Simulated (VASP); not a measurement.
# AlN (wurtzite) (P6_3mc) in VASP: notebook

The runs below take AlN (wurtzite) through single point, with PBE.

Everything below comes from runs of VASP 6.6.1. Logs are shortened: lines on timing, memory, paths and dates and some standing lists are left out, and cuts for length are marked.

### Step 1. The cell of the first run

Symmetry: P6_3mc, No. 186, hexagonal system. Conventional cell: a = 3.115 Å, b = 3.115 Å, c = 5.018 Å, α = 90.00°, β = 90.00°, γ = 120.00°. Within 2.5 Å of Al (site symmetry 3m) lie 4 N at 1.90 to 1.91 Å. Within 2.5 Å of N (site symmetry 3m) lie 4 Al at 1.90 to 1.91 Å.

### Step 2. Single point, PBE

The input, INCAR:

```
SYSTEM = AlN
PREC = Accurate ; ENCUT = 520
EDIFF = 1E-6 ; ISMEAR = 0
SIGMA = 0.01 ; LREAL = .FALSE.
LASPH = .TRUE. ; NELM = 80
ALGO = Normal ; ISIF = 2
LWAVE = .FALSE. ; LCHARG = .TRUE.
GGA = PE ; LELF = .TRUE.
LVHAR = .TRUE. ; NBANDS = 16
```

The input, KPOINTS:

```
regular mesh
0
G
  8 8 5
  0 0 0
```

The input, POSCAR:

```
AlN
1.0
    3.1146246810      0.0000000000      0.0000000000
   -1.5573123405      2.6973440970      0.0000000000
    0.0000000000      0.0000000000      5.0177359194
Al N
2 2
Direct
    0.3333333333      0.6666666667      0.0006519652
    0.6666666667      0.3333333333      0.5006519652
    0.3333333333      0.6666666667      0.3813480348
    0.6666666667      0.3333333333      0.8813480348
```

Potentials or basis: VASP PAW PBE potentials, release 64 (Al, N).

Launch:

```sh
$ cat potpaw_PBE.64/Al/POTCAR potpaw_PBE.64/N/POTCAR > POTCAR
$ mpirun -np 1 vasp_std > vasp.out
```

OUTCAR:

```text
SYSTEM = AlN
   PREC = Accurate
   ENCUT = 520
   EDIFF = 1E-6
   ISMEAR = 0
   LREAL = .FALSE.
   LASPH = .TRUE.
   NELM = 80
   ISIF = 2
   GGA = PE

 ion  position               nearest neighbor table
   1  0.333  0.667  0.001-   4 1.90   4 1.90   4 1.90   3 1.91   2 3.09   2 3.09   2 3.09   2 3.09
                             2 3.09   2 3.09
   2  0.667  0.333  0.501-   3 1.90   3 1.90   3 1.90   4 1.91   1 3.09   1 3.09   1 3.09   1 3.09
                             1 3.09   1 3.09
   3  0.333  0.667  0.381-   2 1.90   2 1.90   2 1.90   1 1.91
   4  0.667  0.333  0.881-   1 1.90   1 1.90   1 1.90   2 1.91

  LATTYP: Found a hexagonal cell.
 ALAT       =     3.1146246810
 C/A-ratio  =     1.6110242592

  Lattice vectors:

 A1 = (   3.1146246810,   0.0000000000,   0.0000000000)
 A2 = (  -1.5573123405,   2.6973440970,   0.0000000000)
 A3 = (   0.0000000000,   0.0000000000,   5.0177359194)

Analysis of symmetry for initial positions (statically):
=====================================================================
 Subroutine PRICEL returns:
 Original cell was already a primitive cell.

 Routine SETGRP: Setting up the symmetry group for a
 hexagonal supercell.

 Subroutine GETGRP returns: Found 12 space group operations
 (whereof  6 operations were pure point group operations)
 out of a pool of 24 trial point group operations.

The static configuration has the point symmetry C_3v.
 The point group associated with its full space group is C_6v.

Analysis of symmetry for dynamics (positions and initial velocities):
=====================================================================
 Subroutine PRICEL returns:
 Original cell was already a primitive cell.

 Routine SETGRP: Setting up the symmetry group for a
 hexagonal supercell.

 Subroutine GETGRP returns: Found 12 space group operations
 (whereof  6 operations were pure point group operations)
 out of a pool of 24 trial point group operations.

The dynamic configuration has the point symmetry C_3v.
 The point group associated with its full space group is C_6v.

 Subroutine INISYM returns: Found 12 space group operations
 (whereof  6 operations are pure point group operations),
 and found     1 'primitive' translations

----------------------------------------------------------------------------------------

                                     Primitive cell

  volume of cell :      42.1551

  direct lattice vectors                    reciprocal lattice vectors
     3.114624681  0.000000000  0.000000000     0.321065972  0.185367525  0.000000000
    -1.557312341  2.697344097  0.000000000     0.000000000  0.370735050  0.000000000
     0.000000000  0.000000000  5.017735919     0.000000000  0.000000000  0.199293071

  length of vectors
     3.114624681  3.114624681  5.017735919     0.370735050  0.370735050  0.199293071

  position of ions in fractional coordinates (direct lattice)
     0.333333333  0.666666667  0.000651965
     0.666666667  0.333333333  0.500651965
     0.333333333  0.666666667  0.381348035
     0.666666667  0.333333333  0.881348035

  ion indices of the primitive-cell ions
   primitive index   ion index
                 1           1
                 2           2
                 3           3
                 4           4

----------------------------------------------------------------------------------------

 KPOINTS: regular mesh

Automatic generation of k-mesh.
 Grid dimensions read from file:
 generate k-points for:    8    8    5

 Generating k-lattice:

  Cartesian coordinates                     Fractional coordinates (reciprocal lattice)
     0.040133246  0.023170941  0.000000000     0.125000000  0.000000000  0.000000000
     0.000000000  0.046341881  0.000000000     0.000000000  0.125000000  0.000000000
     0.000000000  0.000000000  0.039858614     0.000000000  0.000000000  0.200000000

  Length of vectors
     0.046341881  0.046341881  0.039858614

  Shift w.r.t. Gamma in fractional coordinates (k-lattice)
     0.000000000  0.000000000  0.000000000

 Subroutine IBZKPT returns following result:
 ===========================================

 Found     30 irreducible k-points:

 Following reciprocal coordinates:
            Coordinates               Weight
  0.000000  0.000000  0.000000      1.000000
  0.125000  0.000000  0.000000      6.000000
  0.250000  0.000000  0.000000      6.000000
  0.375000  0.000000  0.000000      6.000000
  0.500000  0.000000  0.000000      3.000000
  0.125000  0.125000  0.000000      6.000000
[... 16 lines left out ...]
  0.250000  0.000000  0.400000     12.000000
  0.375000  0.000000  0.400000     12.000000
 [... further k-points ...]
   k-points           NKPTS =     30   k-points in BZ     NKDIM =     30   number of bands    NBANDS=     16
   number of dos      NEDOS =    301   number of ions     NIONS =      4
   total plane-waves  NPLWV =  23040
   dimension x,y,z NGX =    24 NGY =   24 NGZ =   40
   dimension x,y,z NGXF=    48 NGYF=   48 NGZF=   80
   ions per type =               2   2
   NGX,Y,Z   is equivalent  to a cutoff of  12.81, 12.81, 13.25 a.u.
   NGXF,Y,Z  is equivalent  to a cutoff of  25.62, 25.62, 26.51 a.u.
 SYSTEM =  AlN
   PREC   = accura    normal or accurate (medium, high low for compatibility)
   ISTART =      0    job   : 0-new  1-cont  2-samecut
   ICHARG =      2    charge: 1-file 2-atom 10-const
   ISPIN  =      1    spin polarized calculation?
   LNONCOLLINEAR =      F non collinear calculations
   LSORBIT =      F    spin-orbit coupling
   LASPH  =      T    aspherical Exc in radial PAW
   ENCUT  =  520.0 eV  38.22 Ry    6.18 a.u.   5.79  5.79  9.33*2*pi/ulx,y,z
   NELM   =     80;   NELMIN=  2; NELMDL= -5     # of ELM steps
   EDIFF  = 0.1E-05   stopping-criterion for ELM
   LREAL  =      F    real-space projection
   EDIFFG = 0.1E-04   stopping-criterion for IOM
   NSW    =      0    number of steps for IOM
   IBRION =     -1    ionic relax: 0-MD 1-quasi-New 2-CG
   NFREE  =      0    steps in history (QN), initial steepest desc. (CG)
   ISIF   =      2    stress and relaxation
   ISYM   =      2    0-nonsym 1-usesym 2-fastsym
   POTIM  = 0.5000    time-step for ionic-motion
   TEBEG  =    0.0;   TEEND  =   0.0 temperature during run
   PSTRESS=    0.0 pullay stress
   NELECT =      16.0000    total number of electrons
   NUPDOWN=      -1.0000    fix difference up-down
   EMIN   =  10.00;   EMAX   =-10.00  energy-range for DOS
   EFERMI =   0.00;   METHOD = LEGACY
   ISMEAR =     0;   SIGMA  =   0.01  broadening in eV -4-tet -1-fermi 0-gaus
   EFERMI_NEDOS =   21; number of points for ismear=-14 and -15
   IALGO  =     38    algorithm
   IMIX   =      4    mixing-type and parameters
     AMIX     =   0.40;   BMIX     =  1.00
     AMIX_MAG =   1.60;   BMIX_MAG =  1.00
  volume/ion in A,a.u.               =      10.54        71.12
  Fermi-wavevector in a.u.,A,eV,Ry     =   1.185309  2.239909 19.115602  1.404957
  Thomas-Fermi vector in A             =   2.321505
   LORBIT       =      0    0 simple, 1 ext, 2 COOP (PROOUT), +10 PAW based schemes
   GGA     = PE    functional components
   LHFCALC =     F    Hartree Fock is set to
   AEXX    =    0.0000 exact exchange contribution
   IVDW    =     0    specifies the selected vdW correction
   LEPSILON=     F    determine dielectric tensor
   LRPA    =     F    only Hartree local field effects (RPA)
 non-spin polarized calculation
 Gauss-broadening in eV      SIGMA  =   0.01
  energy-cutoff  :      520.00
  volume of cell :       42.16
 maximum number of plane-waves:      1158
 NGX is ok and might be reduce to    24
   NGX = 11   NGY = 11   NGZ = 19

 number of electron      15.9999996 magnetization

 Free energy of the ion-electron system (eV)
  ---------------------------------------------------
  ext. energy  EPLUGINS =         0.00000000
  ---------------------------------------------------
  free energy    TOTEN  =       -29.77763032 eV

  energy without entropy =      -29.77763032  energy(sigma->0) =      -29.77763032

 E-fermi :   6.1327     XC(G=0): -10.8706

 val. band max:        6.0299794593   @ k =   0.0000   0.0000   0.0000
 cond. band min:      10.1848440805   @ k =   0.0000   0.0000   0.0000
 fundamental gap:      4.1548646211
 Fermi energy:         6.1327371450

 k-point     1 :       0.0000    0.0000    0.0000
  band No.  band energies     occupation
      1      -9.0671      2.00000
      2      -6.9740      2.00000
      3       0.0911      2.00000
      4       5.2347      2.00000
      5       5.2347      2.00000
      6       5.8660      2.00000
[... 8 lines left out ...]
     15      19.1516      0.00000
     16      19.1516      0.00000

 k-point     2 :       0.1250    0.0000    0.0000
  band No.  band energies     occupation
      1      -8.8708      2.00000
      2      -6.8633      2.00000
      3       0.3265      2.00000
      4       4.3652      2.00000
      5       4.9942      2.00000
      6       5.0379      2.00000
[... 8 lines left out ...]
     15      18.8581      0.00000
     16      19.1018      0.00000

 k-point     3 :       0.2500    0.0000    0.0000
  band No.  band energies     occupation
      1      -8.3235      2.00000
      2      -6.6007      2.00000
      3       1.0027      2.00000
      4       2.6436      2.00000
      5       3.6077      2.00000
      6       4.5327      2.00000
[... 8 lines left out ...]
     15      18.0493      0.00000
     16      19.3314      0.00000

 k-point     4 :       0.3750    0.0000    0.0000
  band No.  band energies     occupation
      1      -7.5852      2.00000
      2      -6.4069      2.00000
      3       1.1970      2.00000
      4       1.9919      2.00000
      5       2.4059      2.00000
      6       4.1559      2.00000
[... 8 lines left out ...]
     15      18.2659      0.00000
     16      20.8601      0.00000
[... 324 lines left out ...]
 k-point    22 :       0.1250    0.0000    0.4000
  band No.  band energies     occupation
      1      -8.3126      2.00000
      2      -7.7172      2.00000
      3       1.9521      2.00000
      4       3.3629      2.00000
      5       4.8124      2.00000
      6       5.2248      2.00000
[... 8 lines left out ...]
     15      18.0481      0.00000
     16      18.2430      0.00000

 k-point    23 :       0.2500    0.0000    0.4000
  band No.  band energies     occupation
      1      -7.8221      2.00000
      2      -7.3031      2.00000
      3       1.7353      2.00000
      4       2.4142      2.00000
      5       3.9625      2.00000
      6       4.8798      2.00000
[... 8 lines left out ...]
     15      18.5627      0.00000
     16      19.1096      0.00000

 k-point    24 :       0.3750    0.0000    0.4000
  band No.  band energies     occupation
      1      -7.2036      2.00000
      2      -6.8392      2.00000
      3       0.8610      2.00000
      4       1.2498      2.00000
      5       4.0246      2.00000
      6       4.5494      2.00000
[... 8 lines left out ...]
     15      18.6208      0.00000
     16      19.7978      0.00000

 [... further k-points ...]
[... 5 lines left out ...]
  --------------------------------------------------------------------------------------
  -------------------------------------------------------------------------------------
  Total        0.6005547      0.6005547      0.2088998      0.0000000      0.0000000     -0.0000000
  in kB       22.8251325     22.8251325      7.9396013      0.0000000      0.0000000     -0.0000000
  external PRESSURE =      17.8632888 kB  Pullay stress =       0.0000000 kB

 VOLUME and BASIS-vectors are now :
 -----------------------------------------------------------------------------
  energy-cutoff  :      520.00
  volume of cell :       42.16
      direct lattice vectors                 reciprocal lattice vectors
     3.114624681  0.000000000  0.000000000     0.321065972  0.185367525  0.000000000
    -1.557312341  2.697344097  0.000000000     0.000000000  0.370735050  0.000000000
     0.000000000  0.000000000  5.017735919     0.000000000  0.000000000  0.199293071

 POSITION                                       TOTAL-FORCE (eV/Angst)
 -----------------------------------------------------------------------------------
     -0.00000      1.79823      0.00327        -0.000000      0.000000      0.000505
      1.55731      0.89911      2.51214         0.000000      0.000000      0.000505
     -0.00000      1.79823      1.91350         0.000000     -0.000000     -0.000505
      1.55731      0.89911      4.42237        -0.000000      0.000000     -0.000505
 -----------------------------------------------------------------------------------
    total drift:                               -0.000000      0.000000      0.000814

  FREE ENERGIE OF THE ION-ELECTRON SYSTEM (eV)
  ---------------------------------------------------
  free  energy   TOTEN  =       -29.7776303228 eV

  energy  without entropy=      -29.7776303228  energy(sigma->0) =      -29.77763032
```

It took 14 s on 1 thread of Intel Xeon Platinum 8488C (Sapphire Rapids), shared host; peak memory 0.15 GiB.

Results:

| Property | Result |
| --- | --- |
| Free energy | -29.7776 eV |
| Pressure | 1.8 GPa |
| Band gap on the k mesh | 4.15 eV, direct |

(Part 1 of 2 ends here.)
